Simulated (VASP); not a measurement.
# LaTlO2 (Pmmn) in VASP: notebook

LaTlO2 is run at these levels: PBE; tasks: single point.

Program: VASP 6.6.1. These are calculated values, not measurements. Logs are shortened: lines on timing, memory, paths and dates and some standing lists are left out, and cuts for length are marked.

## 1. The cell of the first run

Symmetry: Pmmn, No. 59, orthorhombic system. Conventional cell: a = 3.787 Å, b = 4.144 Å, c = 10.938 Å, α = 90.00°, β = 90.00°, γ = 90.00°. Tl (site symmetry mm2) has 2 O at 2.46 Å within 3.3 Å. Within 3.2 Å of O (site symmetry mm2) lie 2 La at 2.44 Å and 2 Tl at 2.46 Å and 1 O at 3.11 Å. Within 3.2 Å of O (site symmetry mm2) lie 4 La at 2.26 to 2.46 Å and 5 O at 2.88 to 3.11 Å. La (site symmetry mm2) has 6 O at 2.26 to 2.46 Å within 3.0 Å.

## 2. Single point, PBE (21.46 Å³/atom)

Input file INCAR:

```
PREC = Accurate
ENCUT = 600
EDIFF = 1E-6
ISMEAR = 0
SIGMA = 0.01
LREAL = F
LASPH = T
NELM = 200
ALGO = Normal
ISIF = 2
LWAVE = F
LCHARG = F
GGA = PE
NBANDS = 46
GGA_COMPAT = F
LMAXMIX = 6
```

Input file KPOINTS:

```
regular mesh
0
Gamma
  6 6 2
```

Input file POSCAR:

```
LaTlO2
1.0
    3.7866756687      0.0000000000      0.0000000000
    0.0000000000      4.1444955307      0.0000000000
    0.0000000000      0.0000000000     10.9375329653
Tl O La
2 4 2
Direct
    0.0000000000      0.0000000000      0.8763638629
    0.5000000000      0.5000000000      0.1236361371
    0.0000000000      0.5000000000      0.7543473718
    0.5000000000      0.0000000000      0.2456526282
    0.0000000000      0.5000000000      0.4701459295
    0.5000000000      0.0000000000      0.5298540705
    0.0000000000      0.0000000000      0.3866377420
    0.5000000000      0.5000000000      0.6133622580
```

Potentials or basis: VASP PAW PBE potentials, release 64 (Tl_d, O, La).

Started as:

```bash
cat potpaw_PBE.64/Tl_d/POTCAR potpaw_PBE.64/O/POTCAR potpaw_PBE.64/La/POTCAR > POTCAR
mpirun -np 1 vasp_std > vasp.out
```

OUTCAR:

```text
PREC = Accurate
   ENCUT = 600
   EDIFF = 1E-6
   ISMEAR = 0
   LREAL = F
   LASPH = T
   NELM = 200
   ISIF = 2
   GGA = PE

 ion  position               nearest neighbor table
   1  0.000  0.000  0.876-   3 2.46   3 2.46   2 3.90   2 3.90   2 3.90   2 3.90
   2  0.500  0.500  0.124-   4 2.46   4 2.46   1 3.90   1 3.90   1 3.90   1 3.90
   3  0.000  0.500  0.754-   8 2.44   8 2.44   1 2.46   1 2.46
   4  0.500  0.000  0.246-   7 2.44   7 2.44   2 2.46   2 2.46
   5  0.000  0.500  0.470-   7 2.26   7 2.26   8 2.46   8 2.46
   6  0.500  0.000  0.530-   8 2.26   8 2.26   7 2.46   7 2.46
   7  0.000  0.000  0.387-   5 2.26   5 2.26   4 2.44   4 2.44   6 2.46   6 2.46
   8  0.500  0.500  0.613-   6 2.26   6 2.26   3 2.44   3 2.44   5 2.46   5 2.46

  LATTYP: Found a simple orthorhombic cell.
 ALAT       =     3.7866756687
 B/A-ratio  =     1.0944944572
 C/A-ratio  =     2.8884261348

  Lattice vectors:

 A1 = (   3.7866756687,   0.0000000000,   0.0000000000)
 A2 = (   0.0000000000,   4.1444955307,   0.0000000000)
 A3 = (   0.0000000000,   0.0000000000,  10.9375329653)

Analysis of symmetry for initial positions (statically):
=====================================================================
 Subroutine PRICEL returns:
 Original cell was already a primitive cell.

 Routine SETGRP: Setting up the symmetry group for a
 simple orthorhombic supercell.

 Subroutine GETGRP returns: Found  8 space group operations
 (whereof  4 operations were pure point group operations)
 out of a pool of  8 trial point group operations.

The static configuration has the point symmetry C_2v.
 The point group associated with its full space group is D_2h.

Analysis of symmetry for dynamics (positions and initial velocities):
=====================================================================
 Subroutine PRICEL returns:
 Original cell was already a primitive cell.

 Routine SETGRP: Setting up the symmetry group for a
 simple orthorhombic supercell.

 Subroutine GETGRP returns: Found  8 space group operations
 (whereof  4 operations were pure point group operations)
 out of a pool of  8 trial point group operations.

The dynamic configuration has the point symmetry C_2v.
 The point group associated with its full space group is D_2h.

 Subroutine INISYM returns: Found  8 space group operations
 (whereof  4 operations are pure point group operations),
 and found     1 'primitive' translations

----------------------------------------------------------------------------------------
[... 111 lines left out ...]
   ISIF   =      2    stress and relaxation
   ISYM   =      2    0-nonsym 1-usesym 2-fastsym
   POTIM  = 0.5000    time-step for ionic-motion
   TEBEG  =    0.0;   TEEND  =   0.0 temperature during run
   PSTRESS=    0.0 pullay stress
   NELECT =      72.0000    total number of electrons
   NUPDOWN=      -1.0000    fix difference up-down
   EMIN   =  10.00;   EMAX   =-10.00  energy-range for DOS
   EFERMI =   0.00;   METHOD = LEGACY
   ISMEAR =     0;   SIGMA  =   0.01  broadening in eV -4-tet -1-fermi 0-gaus
   EFERMI_NEDOS =   21; number of points for ismear=-14 and -15
   IALGO  =     38    algorithm
   IMIX   =      4    mixing-type and parameters
     AMIX     =   0.40;   BMIX     =  1.00
     AMIX_MAG =   1.60;   BMIX_MAG =  1.00
  volume/ion in A,a.u.               =      21.46       144.80
  Fermi-wavevector in a.u.,A,eV,Ry     =   1.225470  2.315802 20.432906  1.501776
  Thomas-Fermi vector in A             =   2.360506
   LORBIT       =      0    0 simple, 1 ext, 2 COOP (PROOUT), +10 PAW based schemes
   GGA     = PE    functional components
   LHFCALC =     F    Hartree Fock is set to
   AEXX    =    0.0000 exact exchange contribution
   IVDW    =     0    specifies the selected vdW correction
   LEPSILON=     F    determine dielectric tensor
   LRPA    =     F    only Hartree local field effects (RPA)
 non-spin polarized calculation
 Gauss-broadening in eV      SIGMA  =   0.01
  energy-cutoff  :      600.00
  volume of cell :      171.65
 maximum number of plane-waves:      5776
   NGX = 15   NGY = 17   NGZ = 43

 number of electron      72.0000007 magnetization

 Free energy of the ion-electron system (eV)
  ---------------------------------------------------
  ext. energy  EPLUGINS =         0.00000000
  ---------------------------------------------------
  free energy    TOTEN  =       -52.37106196 eV

  energy without entropy =      -52.37106196  energy(sigma->0) =      -52.37106196

 E-fermi :   4.3587     XC(G=0):  -9.3810

 val. band max:        4.2649274856   @ k =   0.3333   0.1667   0.0000
 cond. band min:       5.0696381087   @ k =   0.5000   0.5000   0.5000
 fundamental gap:      0.8047106231
 Fermi energy:         4.3587491436

 k-point     1 :       0.0000    0.0000    0.0000
  band No.  band energies     occupation
      1     -25.4430      2.00000
      2     -25.1930      2.00000
      3     -13.2130      2.00000
      4     -12.1334      2.00000
      5     -11.7952      2.00000
      6     -11.6422      2.00000
[... 1165 lines left out ...]
     45       9.7823      0.00000
     46       9.7841      0.00000

 [... further k-points ...]

------------------------ aborting loop because EDIFF is reached ----------------------------------------

  FORCE on cell =-STRESS in cart. coord.  units (eV):
  Direction    XX          YY          ZZ          XY          YZ          ZX
  --------------------------------------------------------------------------------------
  -------------------------------------------------------------------------------------
  Total        4.6526238      5.9871695      4.8469496      0.0000000      0.0000000      0.0000000
  in kB       43.4269534     55.8834198     45.2407632      0.0000000      0.0000000      0.0000000
  external PRESSURE =      48.1837122 kB  Pullay stress =       0.0000000 kB

 VOLUME and BASIS-vectors are now :
 -----------------------------------------------------------------------------
  energy-cutoff  :      600.00
  volume of cell :      171.65
      direct lattice vectors                 reciprocal lattice vectors
     3.786675669  0.000000000  0.000000000     0.264083879  0.000000000  0.000000000
     0.000000000  4.144495531  0.000000000     0.000000000  0.241283889  0.000000000
     0.000000000  0.000000000 10.937532965     0.000000000  0.000000000  0.091428296

 POSITION                                       TOTAL-FORCE (eV/Angst)
 -----------------------------------------------------------------------------------
      0.00000      0.00000      9.58526         0.000000      0.000000      0.291754
      1.89334      2.07225      1.35227         0.000000      0.000000     -0.291754
      0.00000      2.07225      8.25070         0.000000      0.000000      0.160444
      1.89334      0.00000      2.68683         0.000000      0.000000     -0.160444
      0.00000      2.07225      5.14224         0.000000      0.000000      0.073248
      1.89334      0.00000      5.79530         0.000000      0.000000     -0.073248
      0.00000      0.00000      4.22886         0.000000      0.000000     -0.551973
      1.89334      2.07225      6.70867         0.000000      0.000000      0.551973
 -----------------------------------------------------------------------------------
    total drift:                                0.000000      0.000000      0.000000

  FREE ENERGIE OF THE ION-ELECTRON SYSTEM (eV)
  ---------------------------------------------------
  free  energy   TOTEN  =       -52.3710619589 eV

  energy  without entropy=      -52.3710619589  energy(sigma->0) =      -52.37106196
```

stdout:

```text
POSCAR found type information on POSCAR TlO La
 POSCAR found :  3 types and       8 ions
 scaLAPACK will be used
 LDA part: xc-table for (Slater+PW92), standard interpolation
 POSCAR, INCAR and KPOINTS ok, starting setup
 FFT: planning ... GRIDC
 FFT: planning ... GRID_SOFT
 FFT: planning ... GRID
 WAVECAR not read
 entering main loop
```

It took 14 min on 1 thread of Intel Xeon 8259CL, shared host; peak memory 0.51 GiB.

Results:

| Property | Result |
| --- | --- |
| Free energy | -52.3711 eV |
| Pressure | 4.8 GPa |
| Largest force | 0.552 eV/Å |
| Band gap on the k mesh | 0.80 eV (least direct gap 1.12 eV) |

Forces on the atoms (eV/Å):
```
Tl   0.000  0.000  0.292
Tl   0.000  0.000 -0.292
O    0.000  0.000  0.160
O    0.000  0.000 -0.160
O    0.000  0.000  0.073
O    0.000  0.000 -0.073
La   0.000  0.000 -0.552
La   0.000  0.000  0.552
```

Caveat: the cell stands under pressure; spin-orbit coupling is left out, which moves the levels of the heavy elements. A k mesh can miss the band edges.

## 3. Single point, PBE (22.14 Å³/atom)

This run uses another cell than the first one, of 22.14 Å³/atom.

Input file INCAR:

```
PREC = Accurate ; ENCUT = 600
EDIFF = 1E-6 ; ISMEAR = 0
SIGMA = 0.01 ; LREAL = False
LASPH = True ; NELM = 200
ALGO = Normal ; ISIF = 2
LWAVE = False ; LCHARG = False
GGA = PE ; NBANDS = 46
GGA_COMPAT = False ; LMAXMIX = 6
```

Input file KPOINTS:

```
Automatic mesh
0
Gamma
  6 6 2
```

POSCAR: that of step 2 with these lines changed.

```diff
@@ -2,5 +2,5 @@
 1.0
-    3.7866756687      0.0000000000      0.0000000000
-    0.0000000000      4.1444955307      0.0000000000
-    0.0000000000      0.0000000000     10.9375329653
+    3.8265383419      0.0000000000      0.0000000000
+    0.0000000000      4.1881250057      0.0000000000
+    0.0000000000      0.0000000000     11.0526733526
 Tl O La
```

Potentials or basis: VASP PAW PBE potentials, release 64 (Tl_d, O, La).

Started as:

```bash
cat potpaw_PBE.64/Tl_d/POTCAR potpaw_PBE.64/O/POTCAR potpaw_PBE.64/La/POTCAR > POTCAR
mpirun -np 1 vasp_std > vasp.out
```

It took 15 min on 1 thread of Intel Xeon 8259CL, shared host; peak memory 0.51 GiB.

It converged, with:

* Free energy: -52.4940 eV
* Pressure: 2.1 GPa
* Largest force: 0.250 eV/Å
* Band gap on the k mesh: 0.85 eV (least direct gap 1.16 eV)

Forces in eV/Å, atoms in the order of the input:
```
Tl   0.000  0.000  0.143
Tl   0.000  0.000 -0.143
O    0.000  0.000  0.065
O    0.000  0.000 -0.065
O    0.000  0.000  0.032
O    0.000  0.000 -0.032
La   0.000  0.000 -0.250
La   0.000  0.000  0.250
```

Stress tensor (GPa, compression positive):
```
1.86 0.00 0.00
0.00 2.47 0.00
0.00 0.00 1.98
```

Levels at points of the mesh, in eV from the valence-band top:
```
           k point  band 34  band 35  band 36  band 37  band 38  band 39
(0.00, 0.00, 0.00)    -0.66    -0.39    -0.27     1.64     3.96     5.05
(0.50, 0.00, 0.00)    -0.90    -0.17    -0.17     1.25     1.25     4.27
(0.00, 0.50, 0.00)    -0.81    -0.72    -0.72     3.04     3.04     4.68
(0.50, 0.50, 0.00)    -0.88    -0.30    -0.30     0.86     0.86     4.59
(0.00, 0.00, 0.50)    -0.65    -0.60    -0.29     1.88     3.70     5.07
(0.50, 0.00, 0.50)    -0.83    -0.25    -0.25     1.28     1.28     4.20
(0.00, 0.50, 0.50)    -0.81    -0.76    -0.76     2.97     2.97     4.63
(0.50, 0.50, 0.50)    -0.86    -0.36    -0.36     0.85     0.85     4.52
```

Caveat: spin-orbit coupling is left out, which moves the levels of the heavy elements.
